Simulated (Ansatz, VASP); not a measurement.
**One calculation of GeCN2, two programs**

File INCAR:

```
SYSTEM = GeCN2
PREC = Accurate
ENCUT = 520
EDIFF = 1E-6
ISMEAR = 0
SIGMA = 0.01
LREAL = .False.
LASPH = .True.
NELM = 80
ALGO = Normal
ISIF = 2
LWAVE = .False.
LCHARG = .False.
NBANDS = 22
```

Contents of KPOINTS:

```
regular mesh
0
Gamma
  8 8 8
  0 0 0
```

The input POSCAR:

```
GeCN2
1.0
    1.7937903697      1.0356453528      4.9219572124
   -1.7937903697      1.0356453528      4.9219572124
    0.0000000000     -2.0712907056      4.9219572124
Ge N C
1 2 1
Direct
    0.0000000000      0.0000000000      0.0000000000
    0.5839044000      0.5839044000      0.5839044000
    0.4160956000      0.4160956000      0.4160956000
    0.5000000000      0.5000000000      0.5000000000
```

input.yaml

```yaml
crystal:
  lattice:
    - [1.7937903697, 1.0356453528, 4.9219572124]
    - [-1.7937903697, 1.0356453528, 4.9219572124]
    - [0.0, -2.0712907056, 4.9219572124]
  atoms:
    - { symbol: Ge, position: [0.0, 0.0, 0.0] }
    - { symbol: "N", position: [0.5839044, 0.5839044, 0.5839044] }
    - { symbol: "N", position: [0.4160956, 0.4160956, 0.4160956] }
    - { symbol: C, position: [0.5, 0.5, 0.5] }
kpoints:
  mp_grid: { grid: [8, 8, 8] }
  band_path:
    path:
      - [0.0, 0.0, 0.0]
      - [0.5, 0.5, 0.5]
      - [0.8038174901, 0.1961825099, 0.5]
      - [0.5, -0.1961825099, 0.1961825099]
      - [0.5, 0.0, 0.0]
      - [0.3480912549, -0.3480912549, 0.0]
      - [0.6519087451, 0.0, 0.3480912549]
      - [0.5, 0.0, 0.5]
      - [0.174479, -0.481771, -0.481771]
      - [0.560763498, 0.439236502, 0.5]
    npoints: 1
hamiltonian:
  xc: lda
scf:
  occupations: { method: fixed }
  n_extra_bands: 5
output:
  forces: true
  stress: true
  eigenvalues: true
```

Alike in both runs: functional LDA; k mesh 8 × 8 × 8; no spin polarisation.

|  | VASP | Ansatz |
| --- | --- | --- |
| version | VASP 6.6.1 | Ansatz 0.2.0 |
| potentials or method | VASP PAW LDA potentials, release 64 (Ge_d, N, C) | Ansatz PAW |
| plane-wave cutoff (eV) | 520 | 420 |
| occupations | gaussian, width 0.01 eV | fixed |
| valence electrons in the cell | 28 | 28 |
| task | single point | band structure |

|  | VASP | Ansatz | Ansatz less VASP |
| --- | --- | --- | --- |
| gap on the k mesh at the Fermi level (eV) | 0.88 | 0.90 | +0.019 |
| least direct gap on the mesh (eV) | 1.78 | 1.81 | +0.034 |
| pressure (GPa) | -6.4 | -6.7 | -0.25 |
| traceless stress, the component that is largest in VASP (GPa) | -1.50 | -2.30 | -0.801 |
| rms of the force components (eV/Å) | 0.076 | 0.136 | +0.0594 |

LDA's correlation is that of Perdew and Zunger in VASP and of Perdew and Wang (1992) in Ansatz. Atom by atom the forces differ by 0.059 eV/Å (rms over components).

Noted on VASP's run: the standard files for N, O and F lose accuracy on very short bonds.
